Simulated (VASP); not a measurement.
# ZnSe (I-4m2) in VASP: a series of runs

Runs on ZnSe. Level: PBEsol. Tasks: single point.

Everything below comes from runs of VASP 6.6.1. Logs are shortened: lines on timing, memory, paths and dates and some standing lists are left out, and cuts for length are marked.

**1. The cell of the first run**

It takes space group I-4m2 (No. 119, tetragonal). The conventional cell has a = 3.904 Å, b = 3.904 Å, c = 5.766 Å, α = 90.00°, β = 90.00°, γ = 90.00°. Zn (site symmetry -4m2) has 4 Se at 2.43 Å within 3.2 Å. Se (site symmetry -4m2) has 4 Zn at 2.43 Å within 3.2 Å.

**2. Single point, PBEsol (in-plane strain -0.02, then relaxed in part)**

File INCAR:

```
PREC     = Accurate       # precision mode
ENCUT    = 520            # plane-wave cutoff, eV
EDIFF    = 1E-6           # SCF threshold, eV
ISMEAR   = 0              # smearing method
SIGMA    = 0.01           # smearing width, eV
LREAL    = F              # projectors in reciprocal space
LASPH    = T              # aspherical terms in the spheres
NELM     = 60             # most SCF steps
ALGO     = Normal         # electronic algorithm
ISIF     = 2              # what is computed and relaxed
LWAVE    = F              # write WAVECAR
LCHARG   = F              # write CHGCAR
GGA      = PS             # functional
NBANDS   = 16             # bands
```

File KPOINTS:

```
regular mesh
0
Gamma
  8 8 8
```

File POSCAR:

```
ZnSe
1.0
    2.7602606719      2.7602606719      0.0000000000
   -2.7602606719      2.7602606719      0.0000000000
    0.0000000000      2.7602606719      2.8829660949
Zn Se
1 1
Direct
    0.0000000000      0.0000000000      0.0000000000
    0.7500000000      0.2500000000      0.5000000000
```

Potentials or basis: VASP PAW PBE potentials, release 64 (Zn, Se).

Run with:

```console
cat potpaw_PBE.64/Zn/POTCAR potpaw_PBE.64/Se/POTCAR > POTCAR
mpirun -np 1 vasp_std > vasp.out
```

OUTCAR:

```text
PREC = Accurate
   ENCUT = 520
   EDIFF = 1E-6
   ISMEAR = 0
   LREAL = F
   LASPH = T
   NELM = 60
   ISIF = 2
   GGA = PS

 ion  position               nearest neighbor table
   1  0.000  0.000  0.000-   2 2.43   2 2.43   2 2.43   2 2.43
   2  0.750  0.250  0.500-   1 2.43   1 2.43   1 2.43   1 2.43

  LATTYP: Found a body centered tetragonal cell.
 ALAT       =     3.9035980779
 C/A-ratio  =     1.4770814194

  Lattice vectors:

 A1 = (   2.7602606719,   0.0000000000,  -2.8829660949)
 A2 = (  -2.7602606719,   0.0000000000,  -2.8829660949)
 A3 = (   0.0000000000,   2.7602606719,   2.8829660949)

Analysis of symmetry for initial positions (statically):
=====================================================================
 Subroutine PRICEL returns:
 Original cell was already a primitive cell.

 Routine SETGRP: Setting up the symmetry group for a
 body centered tetragonal supercell.

 Subroutine GETGRP returns: Found  8 space group operations
 (whereof  8 operations were pure point group operations)
 out of a pool of 16 trial point group operations.

The static configuration has the point symmetry D_2d.

Analysis of symmetry for dynamics (positions and initial velocities):
=====================================================================
 Subroutine PRICEL returns:
 Original cell was already a primitive cell.

 Routine SETGRP: Setting up the symmetry group for a
 body centered tetragonal supercell.

 Subroutine GETGRP returns: Found  8 space group operations
 (whereof  8 operations were pure point group operations)
 out of a pool of 16 trial point group operations.

The dynamic configuration has the point symmetry D_2d.

 Subroutine INISYM returns: Found  8 space group operations
 (whereof  8 operations are pure point group operations),
 and found     1 'primitive' translations

----------------------------------------------------------------------------------------

                                     Primitive cell

  volume of cell :      43.9309

  direct lattice vectors                    reciprocal lattice vectors
     2.760260672  2.760260672  0.000000000     0.181142312  0.181142312 -0.173432494
    -2.760260672  2.760260672  0.000000000    -0.181142312  0.181142312 -0.173432494
     0.000000000  2.760260672  2.882966095     0.000000000  0.000000000  0.346864988

  length of vectors
[... 81 lines left out ...]
   NELM   =     60;   NELMIN=  2; NELMDL= -5     # of ELM steps
   EDIFF  = 0.1E-05   stopping-criterion for ELM
   LREAL  =      F    real-space projection
   EDIFFG = 0.1E-04   stopping-criterion for IOM
   NSW    =      0    number of steps for IOM
   IBRION =     -1    ionic relax: 0-MD 1-quasi-New 2-CG
   NFREE  =      0    steps in history (QN), initial steepest desc. (CG)
   ISIF   =      2    stress and relaxation
   ISYM   =      2    0-nonsym 1-usesym 2-fastsym
   POTIM  = 0.5000    time-step for ionic-motion
   TEBEG  =    0.0;   TEEND  =   0.0 temperature during run
   PSTRESS=    0.0 pullay stress
   NELECT =      18.0000    total number of electrons
   NUPDOWN=      -1.0000    fix difference up-down
   EMIN   =  10.00;   EMAX   =-10.00  energy-range for DOS
   EFERMI =   0.00;   METHOD = LEGACY
   ISMEAR =     0;   SIGMA  =   0.01  broadening in eV -4-tet -1-fermi 0-gaus
   EFERMI_NEDOS =   21; number of points for ismear=-14 and -15
   IALGO  =     38    algorithm
   IMIX   =      4    mixing-type and parameters
     AMIX     =   0.40;   BMIX     =  1.00
     AMIX_MAG =   1.60;   BMIX_MAG =  1.00
  volume/ion in A,a.u.               =      21.97       148.23
  Fermi-wavevector in a.u.,A,eV,Ry     =   1.215931  2.297777 20.116068  1.478489
  Thomas-Fermi vector in A             =   2.351302
   LORBIT       =      0    0 simple, 1 ext, 2 COOP (PROOUT), +10 PAW based schemes
   GGA     = PS    functional components
   LHFCALC =     F    Hartree Fock is set to
   AEXX    =    0.0000 exact exchange contribution
   IVDW    =     0    specifies the selected vdW correction
   LEPSILON=     F    determine dielectric tensor
   LRPA    =     F    only Hartree local field effects (RPA)
 non-spin polarized calculation
 Gauss-broadening in eV      SIGMA  =   0.01
  energy-cutoff  :      520.00
  volume of cell :       43.93
 maximum number of plane-waves:      1203
 NGX is ok and might be reduce to    30
   NGX = 15   NGY = 15   NGZ = 15

 number of electron      17.9999984 magnetization

 Free energy of the ion-electron system (eV)
  ---------------------------------------------------
  ext. energy  EPLUGINS =         0.00000000
  ---------------------------------------------------
  free energy    TOTEN  =        -6.76259215 eV

  energy without entropy =       -6.76259215  energy(sigma->0) =       -6.76259215

 E-fermi :   1.9210     XC(G=0):  -9.6899

 val. band max:        1.8552458598   @ k =   0.0000   0.0000   0.0000
 cond. band min:       3.1009752764   @ k =   0.0000   0.0000   0.0000
 fundamental gap:      1.2457294166
 Fermi energy:         1.9210040253

 k-point     1 :       0.0000    0.0000    0.0000
  band No.  band energies     occupation
      1     -11.7199      2.00000
      2      -4.9081      2.00000
      3      -4.8866      2.00000
      4      -4.8866      2.00000
      5      -4.4971      2.00000
      6      -4.4864      2.00000
[... 433 lines left out ...]
      3      -4.8053      2.00000
      4      -4.7822      2.00000
      5      -4.5055      2.00000
      6      -4.4602      2.00000
[... 8 lines left out ...]
     15      13.0402      0.00000
     16      14.1867      0.00000

 [... further k-points ...]

------------------------ aborting loop because EDIFF is reached ----------------------------------------

  FORCE on cell =-STRESS in cart. coord.  units (eV):
  Direction    XX          YY          ZZ          XY          YZ          ZX
  --------------------------------------------------------------------------------------
  -------------------------------------------------------------------------------------
  Total        0.5395868      0.5395868      0.0813909      0.0000000     -0.0000000      0.0000000
  in kB       19.6789609     19.6789609      2.9683618      0.0000000     -0.0000000      0.0000000
  external PRESSURE =      14.1087612 kB  Pullay stress =       0.0000000 kB

 VOLUME and BASIS-vectors are now :
 -----------------------------------------------------------------------------
  energy-cutoff  :      520.00
  volume of cell :       43.93
      direct lattice vectors                 reciprocal lattice vectors
     2.760260672  2.760260672  0.000000000     0.181142312  0.181142312 -0.173432494
    -2.760260672  2.760260672  0.000000000    -0.181142312  0.181142312 -0.173432494
     0.000000000  2.760260672  2.882966095     0.000000000  0.000000000  0.346864988

 POSITION                                       TOTAL-FORCE (eV/Angst)
 -----------------------------------------------------------------------------------
      0.00000      0.00000      0.00000        -0.000000     -0.000000      0.000000
      1.38013      4.14039      1.44148         0.000000      0.000000      0.000000
 -----------------------------------------------------------------------------------
    total drift:                               -0.000000     -0.000000     -0.000000

  FREE ENERGIE OF THE ION-ELECTRON SYSTEM (eV)
  ---------------------------------------------------
  free  energy   TOTEN  =        -6.7625921486 eV

  energy  without entropy=       -6.7625921486  energy(sigma->0) =       -6.76259215
```

OSZICAR:

```text
N       E                     dE             d eps       ncg     rms          rms(c)
DAV:   1     0.844306459952E+02    0.84431E+02   -0.87737E+03  1888   0.129E+03
DAV:   2    -0.174862851904E+01   -0.86179E+02   -0.81135E+02  2072   0.248E+02
DAV:   3    -0.702982935528E+01   -0.52812E+01   -0.52603E+01  2368   0.606E+01
DAV:   4    -0.706985706531E+01   -0.40028E-01   -0.40025E-01  2216   0.560E+00
DAV:   5    -0.707003988832E+01   -0.18282E-03   -0.18282E-03  2480   0.351E-01    0.498E+00
DAV:   6    -0.678553482667E+01    0.28451E+00   -0.63379E-01  2504   0.277E+01    0.385E+00
DAV:   7    -0.676550838502E+01    0.20026E-01   -0.17099E-01  2216   0.394E+00    0.168E+00
DAV:   8    -0.676276677603E+01    0.27416E-02   -0.41563E-03  2616   0.704E-01    0.439E-01
DAV:   9    -0.676255038532E+01    0.21639E-03   -0.86319E-04  2248   0.314E-01    0.643E-02
DAV:  10    -0.676260178573E+01   -0.51400E-04   -0.21286E-04  2472   0.176E-01    0.214E-02
DAV:  11    -0.676259196402E+01    0.98217E-05   -0.34313E-05  2544   0.801E-02    0.468E-03
DAV:  12    -0.676259214860E+01   -0.18458E-06   -0.54309E-06  2400   0.156E-02
   1 F= -.67625921E+01 E0= -.67625921E+01  d E =-.365959E-23
```

stdout:

```text
POSCAR found type information on POSCAR ZnSe
 POSCAR found :  2 types and       2 ions
 scaLAPACK will be used
 -----------------------------------------------------------------------------
|                                                                             |
|                                                                             |
|     You enforced a specific xc type in the INCAR file but a different       |
|     I HOPE YOU KNOW WHAT YOU ARE DOING!                                     |
|                                                                             |
 -----------------------------------------------------------------------------

 LDA part: xc-table for (Slater+PW92), standard interpolation
 POSCAR, INCAR and KPOINTS ok, starting setup
 FFT: planning ... GRIDC
 FFT: planning ... GRID_SOFT
 FFT: planning ... GRID
 WAVECAR not read
 entering main loop
```

Wall time 34 s (1 thread of Intel Xeon Platinum 8488C (Sapphire Rapids), shared host); peak memory 0.18 GiB.

What came out:

* Free energy: -6.7626 eV
* Pressure: 1.4 GPa
* Band gap on the k mesh: 1.25 eV

Stress tensor (GPa, compression positive):
```
1.97 0.00 0.00
0.00 1.97 0.00
0.00 0.00 0.30
```

Caveat: the cell differs from its parent crystal (in-plane strain -0.02, then relaxed in part); the PAW data sets were made with another functional, which shifts forces and pressure a little.

**3. Single point, PBEsol (in-plane strain -0.02)**

File INCAR:

```
SYSTEM = ZnSe
  PREC = Accurate
  ENCUT = 520
  EDIFF = 1E-6
  ISMEAR = 0
  SIGMA = 0.01
  LREAL = .False.
  LASPH = .True.
  NELM = 80
  ALGO = Normal
  ISIF = 2
  LWAVE = .False.
  LCHARG = .False.
  GGA = PS
  NBANDS = 16
```

File KPOINTS:

```
Automatic mesh
0
Gamma
  8 8 8
  0 0 0
```

Edit POSCAR of step 2 so:

```diff
@@ -4,3 +4,3 @@
    -2.7602606719      2.7602606719      0.0000000000
-    0.0000000000      2.7602606719      2.8829660949
+    0.0000000000      2.7602606719      2.8503916326
 Zn Se
```

Potentials or basis: VASP PAW PBE potentials, release 64 (Zn, Se).

Run with:

```console
cat potpaw_PBE.64/Zn/POTCAR potpaw_PBE.64/Se/POTCAR > POTCAR
mpirun -np 1 vasp_std > vasp.out
```

OUTCAR:

```text
SYSTEM = ZnSe
   PREC = Accurate
   ENCUT = 520
   EDIFF = 1E-6
   ISMEAR = 0
   LREAL = .False.
   LASPH = .True.
   NELM = 80
   ISIF = 2
   GGA = PS

 ion  position               nearest neighbor table
   1  0.000  0.000  0.000-   2 2.42   2 2.42   2 2.42   2 2.42
   2  0.750  0.250  0.500-   1 2.42   1 2.42   1 2.42   1 2.42

  LATTYP: Found a body centered tetragonal cell.
 ALAT       =     3.9035980779
 C/A-ratio  =     1.4603919644

  Lattice vectors:

 A1 = (   2.7602606719,   0.0000000000,  -2.8503916326)
 A2 = (  -2.7602606719,   0.0000000000,  -2.8503916326)
 A3 = (   0.0000000000,   2.7602606719,   2.8503916326)

Analysis of symmetry for initial positions (statically):
=====================================================================
 Subroutine PRICEL returns:
 Original cell was already a primitive cell.

 Routine SETGRP: Setting up the symmetry group for a
 body centered tetragonal supercell.

 Subroutine GETGRP returns: Found  8 space group operations
 (whereof  8 operations were pure point group operations)
 out of a pool of 16 trial point group operations.

The static configuration has the point symmetry D_2d.

Analysis of symmetry for dynamics (positions and initial velocities):
[... 162 lines left out ...]
 val. band max:        1.9424199053   @ k =   0.0000   0.0000   0.0000
 cond. band min:       3.2542171690   @ k =   0.0000   0.0000   0.0000
 fundamental gap:      1.3117972637
 Fermi energy:         1.9829860988

 k-point     1 :       0.0000    0.0000    0.0000
  band No.  band energies     occupation
      1     -11.6975      2.00000
      2      -4.8499      2.00000
      3      -4.8340      2.00000
      4      -4.8340      2.00000
      5      -4.4294      2.00000
      6      -4.4209      2.00000
[... 433 lines left out ...]
      3      -4.7511      2.00000
      4      -4.7287      2.00000
      5      -4.4393      2.00000
      6      -4.3957      2.00000
[... 8 lines left out ...]
     15      13.2081      0.00000
     16      14.3260      0.00000

 [... further k-points ...]

------------------------ aborting loop because EDIFF is reached ----------------------------------------

  FORCE on cell =-STRESS in cart. coord.  units (eV):
  Direction    XX          YY          ZZ          XY          YZ          ZX
  --------------------------------------------------------------------------------------
  -------------------------------------------------------------------------------------
  Total        0.7206994      0.7206994      0.3963903      0.0000000      0.0000000      0.0000000
  in kB       26.5845913     26.5845913     14.6217334      0.0000000      0.0000000      0.0000000
  external PRESSURE =      22.5969720 kB  Pullay stress =       0.0000000 kB

 VOLUME and BASIS-vectors are now :
 -----------------------------------------------------------------------------
  energy-cutoff  :      520.00
  volume of cell :       43.43
      direct lattice vectors                 reciprocal lattice vectors
     2.760260672  2.760260672  0.000000000     0.181142312  0.181142312 -0.175414492
    -2.760260672  2.760260672  0.000000000    -0.181142312  0.181142312 -0.175414492
     0.000000000  2.760260672  2.850391633     0.000000000  0.000000000  0.350828984

 POSITION                                       TOTAL-FORCE (eV/Angst)
 -----------------------------------------------------------------------------------
      0.00000      0.00000      0.00000         0.000000     -0.000000      0.000000
      1.38013      4.14039      1.42520        -0.000000      0.000000      0.000000
 -----------------------------------------------------------------------------------
    total drift:                               -0.000001     -0.000000     -0.000000

  FREE ENERGIE OF THE ION-ELECTRON SYSTEM (eV)
  ---------------------------------------------------
  free  energy   TOTEN  =        -6.7598390020 eV

  energy  without entropy=       -6.7598390020  energy(sigma->0) =       -6.75983900
```

OSZICAR:

```text
N       E                     dE             d eps       ncg     rms          rms(c)
DAV:   1     0.864772612695E+02    0.86477E+02   -0.88819E+03  1888   0.129E+03
DAV:   2    -0.175564415902E+01   -0.88233E+02   -0.82529E+02  2072   0.251E+02
DAV:   3    -0.702808564873E+01   -0.52724E+01   -0.52529E+01  2352   0.601E+01
DAV:   4    -0.706763676851E+01   -0.39551E-01   -0.39548E-01  2320   0.557E+00
DAV:   5    -0.706781961120E+01   -0.18284E-03   -0.18284E-03  2416   0.350E-01    0.510E+00
DAV:   6    -0.678316144409E+01    0.28466E+00   -0.63652E-01  2528   0.279E+01    0.393E+00
DAV:   7    -0.676280856656E+01    0.20353E-01   -0.17263E-01  2264   0.399E+00    0.171E+00
DAV:   8    -0.676001869015E+01    0.27899E-02   -0.42339E-03  2608   0.725E-01    0.442E-01
DAV:   9    -0.675979849879E+01    0.22019E-03   -0.87816E-04  2272   0.315E-01    0.641E-02
DAV:  10    -0.675984614741E+01   -0.47649E-04   -0.20736E-04  2520   0.169E-01    0.214E-02
DAV:  11    -0.675983888068E+01    0.72667E-05   -0.31701E-05  2440   0.740E-02    0.522E-03
DAV:  12    -0.675983900205E+01   -0.12137E-06   -0.49496E-06  2432   0.147E-02
   1 F= -.67598390E+01 E0= -.67598390E+01  d E =-.157110E-11
```

Run time: 35 s. Hardware: 1 thread of Intel Xeon Platinum 8488C (Sapphire Rapids), shared host; peak memory 0.19 GiB.

Results:

| Property | Result |
| --- | --- |
| Free energy | -6.7598 eV |
| Pressure | 2.3 GPa |
| Band gap on the k mesh | 1.31 eV |

Caveat: the cell differs from its parent crystal (in-plane strain -0.02); the PAW data sets were made with another functional, which shifts forces and pressure a little.

(Part 1 of 2 ends here.)
